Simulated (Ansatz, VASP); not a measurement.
# Two plane-wave programs on CdS

INCAR

```
PREC = Accurate ; ENCUT = 600
EDIFF = 1E-7 ; ISMEAR = -1
SIGMA = 0.08 ; LREAL = F
LASPH = T ; NELM = 100
ALGO = Normal ; ISIF = 3
LWAVE = F ; LCHARG = F
GGA = PE ; IBRION = 2
NSW = 60 ; EDIFFG = -0.005
```

File KPOINTS:

```
Automatic mesh
0
Gamma
  14 14 14
```

Contents of POSCAR:

```
CdS
1.0
    0.0000000000      2.5228479314      2.5228479314
    2.5228479314      0.0000000000      2.5228479314
    2.5228479314      2.5228479314      0.0000000000
Cd S
1 1
Direct
    0.0000000000      0.0000000000      0.0000000000
    0.5000000000      0.5000000000      0.5000000000
```

Input for Ansatz:

```yaml
crystal:
  lattice:
    - [0.0, 2.5228479314, 2.5228479314]
    - [2.5228479314, 0.0, 2.5228479314]
    - [2.5228479314, 2.5228479314, 0.0]
  atoms:
    - { symbol: Cd, position: [0.0, 0.0, 0.0] }
    - { symbol: S, position: [0.5, 0.5, 0.5] }
kpoints:
  mp_grid: { grid: [14, 14, 14] }
scf:
  occupations: { method: fermi_dirac, width: 0.08 }
hamiltonian:
  xc: pbe
  pseudopotentials: { kind: paw }
output:
  forces: true
  stress: true
  write_density: true
  write_potential: true
  elf: true
  volumetric_format: npy
relax:
  f_tol: 0.005
  max_steps: 40
  cell: {}
```

Alike in both runs: task relaxation of cell and atoms; functional PBE; k mesh 14 × 14 × 14; occupations fermi-dirac, width 0.08 eV; no spin polarisation.

|  | VASP | Ansatz |
| --- | --- | --- |
| version | VASP 6.6.1 | Ansatz 0.2.0 |
| potentials or method | VASP PAW PBE potentials, release 64 (Cd, S) | PAW with Ansatz's default frozen-core files, scalar-relativistic |
| plane-wave cutoff (eV) | 600 | 420 |
| valence electrons in the cell | 18 | 26 |

Ansatz gave:

```
relaxed volume (Å³/atom)                                        : 20.74
relaxed length of the cell vector where the two differ most in proportion (Å) : 3.885
```

Q: Which values does VASP return?

A: Relaxed volume (Å³/atom): 20.85; relaxed length of the cell vector where the two differ most in proportion (Å): 3.892.

VASP's potentials hold 18 valence electrons a cell and Ansatz's 26, so a difference there can come from the potentials and not from the codes.

Noted on VASP's run: the volume moved by over 15 % at a fixed basis, so the end points are rough.
